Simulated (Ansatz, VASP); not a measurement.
## GaAs: VASP beside Ansatz

```xyz
2
Lattice="0.0000 2.8751 2.8751 2.8751 0.0000 2.8751 2.8751 2.8751 0.0000" Properties=species:S:1:pos:R:3 pbc="T T T"
Ga    0.0000    0.0000    0.0000
As    4.3126    4.3126    4.3126
```

Alike in both runs: task single point; functional LDA; k mesh 6 × 6 × 6; occupations gaussian, width 0.1 eV; no spin polarisation.

|  | VASP | Ansatz |
| --- | --- | --- |
| version | VASP 6.6.1 | Ansatz 0.2.0 |
| potentials or method | VASP PAW LDA potentials, release 64 (Ga_d, As), cutoff 520 eV | scalar-relativistic, plane waves, PAW |
| valence electrons in the cell | 18 | 28 |

```csv
,VASP,Ansatz,Ansatz less VASP
gap on the k mesh at the Fermi level (eV),none,none,-
pressure (GPa),-4.5,-4.7,-0.22
```

Ansatz warns that its potentials were made for another functional, while VASP's fit it. LDA's correlation is that of Perdew and Zunger in VASP and of Perdew and Wang (1992) in Ansatz. A gap of «none» marks a metal or a gap that the smearing closes. VASP's potentials hold 18 valence electrons a cell and Ansatz's 28, so a difference there can come from the potentials and not from the codes.
